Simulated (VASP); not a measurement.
# Te2Pt in VASP: relaxation of the atoms with PBE+D3(BJ)

Aim: the relaxation of the atoms of Te2Pt with PBE+D3(BJ).

Program: VASP 6.6.1. These are calculated values, not measurements. Logs are shortened: lines on timing, memory, paths and dates and some standing lists are left out, and cuts for length are marked.

### 1 The cell of the first run

The cell holds a sheet with vacuum, 3 atoms: a = 4.026 Å, b = 4.026 Å, c = 20.740 Å, α = 90.00°, β = 90.00°, γ = 120.00°.

### 2 Relaxation of the atoms, PBE+D3(BJ)

INCAR

```
SYSTEM = Te2Pt
ALGO = Normal
DIPOL = 0.5 0.5 0.500
EDIFF = 1E-7
EDIFFG = -0.01
ENCUT = 450
GGA = PE
GGA_COMPAT = .FALSE.
IBRION = 2
IDIPOL = 3
ISIF = 2
ISMEAR = 0
IVDW = 12
LASPH = .TRUE.
LCHARG = .FALSE.
LDIPOL = .TRUE.
LREAL = .FALSE.
LWAVE = .FALSE.
NELM = 120
NELMDL = -8
NELMIN = 4
NSW = 100
PREC = Accurate
SIGMA = 0.05
```

KPOINTS

```
k-points
0
G
  14 14 1
  0 0 0
```

POSCAR

```
Te2Pt
1.0
    4.0260000000      0.0000000000      0.0000000000
   -2.0130000000      3.4866182756      0.0000000000
    0.0000000000      0.0000000000     20.7400000000
Te Pt
2 1
Direct
    0.6666666667      0.3333333333      0.4339440694
    0.3333333333      0.6666666667      0.5660559306
    0.0000000000      0.0000000000      0.5000000000
```

Potentials or basis: VASP PAW PBE potentials, release 64 (Te, Pt).

The run is started by

```console
$ cat potpaw_PBE.64/Te/POTCAR potpaw_PBE.64/Pt/POTCAR > POTCAR
$ mpirun -np 1 vasp_std > vasp.out
```

OUTCAR:

```text
SYSTEM = Te2Pt
   EDIFF = 1E-7
   EDIFFG = -0.01
   ENCUT = 450
   GGA = PE
   IBRION = 2
   ISIF = 2
   ISMEAR = 0
   IVDW = 12
   LASPH = .TRUE.
   LREAL = .FALSE.
   NELM = 120
   NELMDL = -8
   NELMIN = 4
   NSW = 100
   PREC = Accurate
 IVDW          = 12

 ion  position               nearest neighbor table
   1  0.667  0.333  0.434-   3 2.70   3 2.70   3 2.70   2 3.59   2 3.59   2 3.59
   2  0.333  0.667  0.566-   3 2.70   3 2.70   3 2.70   1 3.59   1 3.59   1 3.59
   3  0.000  0.000  0.500-   1 2.70   2 2.70   2 2.70   1 2.70   1 2.70   2 2.70

  LATTYP: Found a hexagonal cell.
 ALAT       =     4.0260000000
 C/A-ratio  =     5.1515151515

  Lattice vectors:

 A1 = (   4.0260000000,   0.0000000000,   0.0000000000)
 A2 = (  -2.0130000000,   3.4866182756,   0.0000000000)
 A3 = (   0.0000000000,   0.0000000000,  20.7400000000)

Analysis of symmetry for initial positions (statically):
=====================================================================
 Subroutine PRICEL returns:
 Original cell was already a primitive cell.

 Routine SETGRP: Setting up the symmetry group for a
 hexagonal supercell.

 Subroutine GETGRP returns: Found 12 space group operations
 (whereof 12 operations were pure point group operations)
 out of a pool of 24 trial point group operations.

The static configuration has the point symmetry D_3d.

Analysis of symmetry for dynamics (positions and initial velocities):
=====================================================================
 Subroutine PRICEL returns:
 Original cell was already a primitive cell.

 Routine SETGRP: Setting up the symmetry group for a
 hexagonal supercell.

 Subroutine GETGRP returns: Found 12 space group operations
 (whereof 12 operations were pure point group operations)
 out of a pool of 24 trial point group operations.

The dynamic configuration has the point symmetry D_3d.

 Subroutine INISYM returns: Found 12 space group operations
 (whereof 12 operations are pure point group operations),
 and found     1 'primitive' translations

----------------------------------------------------------------------------------------

                                     Primitive cell

  volume of cell :     291.1300

  direct lattice vectors                    reciprocal lattice vectors
     4.026000000  0.000000000  0.000000000     0.248385494  0.143405432  0.000000000
    -2.013000000  3.486618276  0.000000000     0.000000000  0.286810864  0.000000000
     0.000000000  0.000000000 20.740000000     0.000000000  0.000000000  0.048216008

  length of vectors
     4.026000000  4.026000000 20.740000000     0.286810864  0.286810864  0.048216008

  position of ions in fractional coordinates (direct lattice)
     0.666666667  0.333333333  0.433944069
     0.333333333  0.666666667  0.566055931
     0.000000000  0.000000000  0.500000000

  ion indices of the primitive-cell ions
   primitive index   ion index
                 1           1
                 2           2
                 3           3

----------------------------------------------------------------------------------------

 KPOINTS: k-points

Automatic generation of k-mesh.
 Grid dimensions read from file:
 generate k-points for:   14   14    1

 Generating k-lattice:

  Cartesian coordinates                     Fractional coordinates (reciprocal lattice)
     0.017741821  0.010243245  0.000000000     0.071428571  0.000000000  0.000000000
     0.000000000  0.020486490  0.000000000     0.000000000  0.071428571  0.000000000
     0.000000000  0.000000000  0.048216008     0.000000000  0.000000000  1.000000000

  Length of vectors
     0.020486490  0.020486490  0.048216008

  Shift w.r.t. Gamma in fractional coordinates (k-lattice)
     0.000000000  0.000000000  0.000000000

 Subroutine IBZKPT returns following result:
 ===========================================

 Found     24 irreducible k-points:

 Following reciprocal coordinates:
            Coordinates               Weight
  0.000000  0.000000  0.000000      1.000000
  0.071429  0.000000  0.000000      6.000000
  0.142857  0.000000  0.000000      6.000000
  0.214286 -0.000000  0.000000      6.000000
  0.285714  0.000000  0.000000      6.000000
  0.357143 -0.000000  0.000000      6.000000
[... 16 lines left out ...]
  0.285714  0.285714  0.000000      6.000000
  0.357143  0.285714  0.000000      6.000000
   k-points           NKPTS =     24   k-points in BZ     NKDIM =     24   number of bands    NBANDS=     15
   number of dos      NEDOS =    301   number of ions     NIONS =      3
   total plane-waves  NPLWV = 112896
   dimension x,y,z NGX =    28 NGY =   28 NGZ =  144
   dimension x,y,z NGXF=    56 NGYF=   56 NGZF=  288
   ions per type =               2   1
   NGX,Y,Z   is equivalent  to a cutoff of  11.56, 11.56, 11.54 a.u.
   NGXF,Y,Z  is equivalent  to a cutoff of  23.12, 23.12, 23.09 a.u.
 SYSTEM =  Te2Pt
   PREC   = accura    normal or accurate (medium, high low for compatibility)
   ISTART =      0    job   : 0-new  1-cont  2-samecut
   ICHARG =      2    charge: 1-file 2-atom 10-const
   ISPIN  =      1    spin polarized calculation?
   LNONCOLLINEAR =      F non collinear calculations
   LSORBIT =      F    spin-orbit coupling
   LASPH  =      T    aspherical Exc in radial PAW
   ENCUT  =  450.0 eV  33.07 Ry    5.75 a.u.   6.96  6.96 35.87*2*pi/ulx,y,z
   NELM   =    120;   NELMIN=  4; NELMDL= -8     # of ELM steps
   EDIFF  = 0.1E-06   stopping-criterion for ELM
   LREAL  =      F    real-space projection
   EDIFFG = -.1E-01   stopping-criterion for IOM
   NSW    =    100    number of steps for IOM
   IBRION =      2    ionic relax: 0-MD 1-quasi-New 2-CG
   NFREE  =      1    steps in history (QN), initial steepest desc. (CG)
   ISIF   =      2    stress and relaxation
   ISYM   =      2    0-nonsym 1-usesym 2-fastsym
   POTIM  = 0.5000    time-step for ionic-motion
   TEBEG  =    0.0;   TEEND  =   0.0 temperature during run
   PSTRESS=    0.0 pullay stress
   NELECT =      22.0000    total number of electrons
   NUPDOWN=      -1.0000    fix difference up-down
   EMIN   =  10.00;   EMAX   =-10.00  energy-range for DOS
   EFERMI =   0.00;   METHOD = LEGACY
   ISMEAR =     0;   SIGMA  =   0.05  broadening in eV -4-tet -1-fermi 0-gaus
   EFERMI_NEDOS =   21; number of points for ismear=-14 and -15
   IALGO  =     38    algorithm
   IMIX   =      4    mixing-type and parameters
     AMIX     =   0.40;   BMIX     =  1.00
     AMIX_MAG =   1.60;   BMIX_MAG =  1.00
  volume/ion in A,a.u.               =      97.04       654.88
  Fermi-wavevector in a.u.,A,eV,Ry     =   0.692129  1.307933  6.517761  0.479042
  Thomas-Fermi vector in A             =   1.773974
   LORBIT       =      0    0 simple, 1 ext, 2 COOP (PROOUT), +10 PAW based schemes
   GGA     = PE    functional components
   LHFCALC =     F    Hartree Fock is set to
   AEXX    =    0.0000 exact exchange contribution
   IVDW    =    12    specifies the selected vdW correction
   LEPSILON=     F    determine dielectric tensor
   LRPA    =     F    only Hartree local field effects (RPA)
 conjugate gradient relaxation of ions
 non-spin polarized calculation
 Gauss-broadening in eV      SIGMA  =   0.05
  energy-cutoff  :      450.00
  volume of cell :      291.13
 maximum number of plane-waves:      6341
 NGX is ok and might be reduce to    28
   NGX = 13   NGY = 13   NGZ = 71

--------------------------------------- Ionic step        1  -------------------------------------------

 number of electron      22.0000001 magnetization

 dipolmoment           0.000000      0.000000      0.000000 electrons x Angstroem

 Free energy of the ion-electron system (eV)
  ---------------------------------------------------
  ext. energy  EPLUGINS =         0.00000000
  ---------------------------------------------------
  free energy    TOTEN  =       -13.48455667 eV

  energy without entropy =      -13.48455667  energy(sigma->0) =      -13.48455667

------------------------ aborting loop because EDIFF is reached ----------------------------------------

 Edisp (eV)   -1.01627

 E8    (eV) :    -0.4961

  FORCE on cell =-STRESS in cart. coord.  units (eV):
  Direction    XX          YY          ZZ          XY          YZ          ZX
  --------------------------------------------------------------------------------------
  -------------------------------------------------------------------------------------
  Total      -0.80124    -0.80124     0.26094     0.00000     0.00000     0.00000
  in kB      -4.40949    -4.40949     1.43601     0.00000     0.00000     0.00000
  external pressure =       -2.46 kB  Pullay stress =        0.00 kB

 VOLUME and BASIS-vectors are now :
 -----------------------------------------------------------------------------
  energy-cutoff  :      450.00
  volume of cell :      291.13
      direct lattice vectors                 reciprocal lattice vectors
     4.026000000  0.000000000  0.000000000     0.248385494  0.143405432  0.000000000
    -2.013000000  3.486618276  0.000000000     0.000000000  0.286810864  0.000000000
     0.000000000  0.000000000 20.740000000     0.000000000  0.000000000  0.048216008
[... 83 lines left out ...]
 POSITION                                       TOTAL-FORCE (eV/Angst)
 -----------------------------------------------------------------------------------
      2.01300      1.16221      8.98876         0.000000     -0.000000      0.021630
     -0.00000      2.32441     11.75124        -0.000000      0.000000     -0.021630
      0.00000      0.00000     10.37000         0.000000      0.000000      0.000000
 -----------------------------------------------------------------------------------
    total drift:                                0.000000     -0.000000      0.000000

  FREE ENERGIE OF THE ION-ELECTRON SYSTEM (eV)
  ---------------------------------------------------
  free  energy   TOTEN  =       -14.5016752774 eV

  energy  without entropy=      -14.5016752774  energy(sigma->0) =      -14.50167528

--------------------------------------- Ionic step        4  -------------------------------------------

 number of electron      22.0000000 magnetization

 dipolmoment           0.000000      0.000000     -0.000000 electrons x Angstroem

 Free energy of the ion-electron system (eV)
  ---------------------------------------------------
  ext. energy  EPLUGINS =         0.00000000
  ---------------------------------------------------
  free energy    TOTEN  =       -13.48695283 eV

  energy without entropy =      -13.48695283  energy(sigma->0) =      -13.48695283

 E-fermi :  -1.2775     XC(G=0):  -3.3587

 val. band max:       -1.5308185426   @ k =   0.0000   0.0000   0.0000
 cond. band min:      -0.7614565497   @ k =   0.2143  -0.0000   0.0000
 fundamental gap:      0.7693619929
 Fermi energy:        -1.2774801642

 k-point     1 :       0.0000    0.0000    0.0000
  band No.  band energies     occupation
      1     -14.3263      2.00000
      2     -12.3185      2.00000
      3      -6.5730      2.00000
      4      -6.5730      2.00000
      5      -6.5272      2.00000
      6      -4.8079      2.00000
      7      -4.8079      2.00000
      8      -3.3743      2.00000
      9      -2.1380      2.00000
     10      -1.5308      2.00000
     11      -1.5308      2.00000
     12       0.8226      0.00000
     13       0.8226      0.00000
     14       2.2957      0.00000
     15       2.5376      0.00000
[... 397 lines left out ...]
 k-point    24 :       0.3571    0.2857    0.0000
  band No.  band energies     occupation
      1     -12.4937      2.00000
      2     -12.4667      2.00000
      3      -7.1366      2.00000
      4      -6.4239      2.00000
      5      -6.3418      2.00000
      6      -5.1649      2.00000
      7      -5.1604      2.00000
      8      -4.5666      2.00000
      9      -3.9812      2.00000
     10      -3.1915      2.00000
     11      -3.0961      2.00000
     12      -0.5150      0.00000
     13      -0.2830      0.00000
     14       2.9155      0.00000
     15       4.8693      0.00000

------------------------ aborting loop because EDIFF is reached ----------------------------------------

 vacuum level on the upper side and lower side of the slab       (xc-potential included)        -0.011        -0.011

 Edisp (eV)   -1.01477

 E8    (eV) :    -0.4953

  FORCE on cell =-STRESS in cart. coord.  units (eV):
  Direction    XX          YY          ZZ          XY          YZ          ZX
  --------------------------------------------------------------------------------------
  -------------------------------------------------------------------------------------
  Total      -1.00724    -1.00724    -0.01335    -0.00000     0.00000     0.00000
  in kB      -5.54313    -5.54313    -0.07347    -0.00000     0.00000     0.00000
  external pressure =       -3.72 kB  Pullay stress =        0.00 kB

 VOLUME and BASIS-vectors are now :
 -----------------------------------------------------------------------------
  energy-cutoff  :      450.00
  volume of cell :      291.13
      direct lattice vectors                 reciprocal lattice vectors
     4.026000000  0.000000000  0.000000000     0.248385494  0.143405432  0.000000000
    -2.013000000  3.486618276  0.000000000     0.000000000  0.286810864  0.000000000
     0.000000000  0.000000000 20.740000000     0.000000000  0.000000000  0.048216008

 POSITION                                       TOTAL-FORCE (eV/Angst)
 -----------------------------------------------------------------------------------
      2.01300      1.16221      8.99077        -0.000000      0.000000      0.000122
     -0.00000      2.32441     11.74923         0.000000      0.000000     -0.000122
      0.00000      0.00000     10.37000        -0.000000      0.000000      0.000000
 -----------------------------------------------------------------------------------
    total drift:                               -0.000000      0.000000      0.000000

  FREE ENERGIE OF THE ION-ELECTRON SYSTEM (eV)
  ---------------------------------------------------
  free  energy   TOTEN  =       -14.5017243613 eV

  energy  without entropy=      -14.5017243613  energy(sigma->0) =      -14.50172436

 reached required accuracy - stopping structural energy minimisation

 vacuum level on the upper side and lower side of the slab         3.255         3.255
```

Run time: 7.9 min. Hardware: 1 thread of AMD EPYC 9755, shared host; peak memory 0.35 GiB.

What came out:

```yaml
Free_energy: -14.5017 eV
Energy_gained_by_relaxing: 0.3 meV/atom
Ionic_steps: 4
Band_gap_on_the_k_mesh: 0.77 eV (least direct gap 0.99 eV)
Dispersion_energy_per_atom: -0.338 eV
```

Step by step:
| step | energy change (eV) | largest force (eV/Å) | pressure (GPa) |
| --- | --- | --- | --- |
| 1 | 0.0000 | 0.0996 | -0.25 |
| 2 | -0.0007 | 0.0475 | -0.31 |
| 3 | -0.0008 | 0.0216 | -0.40 |
| 4 | -0.0009 | 0.0001 | -0.37 |

Final structure:
```
Te Pt
1.0
     4.02600    0.00000    0.00000
    -2.01300    3.48662    0.00000
     0.00000    0.00000   20.74000
Te Pt
2 1
Direct
  0.66667 0.33333 0.43350
  0.33333 0.66667 0.56650
  0.00000 0.00000 0.50000
```

Caveat: spin-orbit coupling is left out, which moves the levels of the heavy elements.
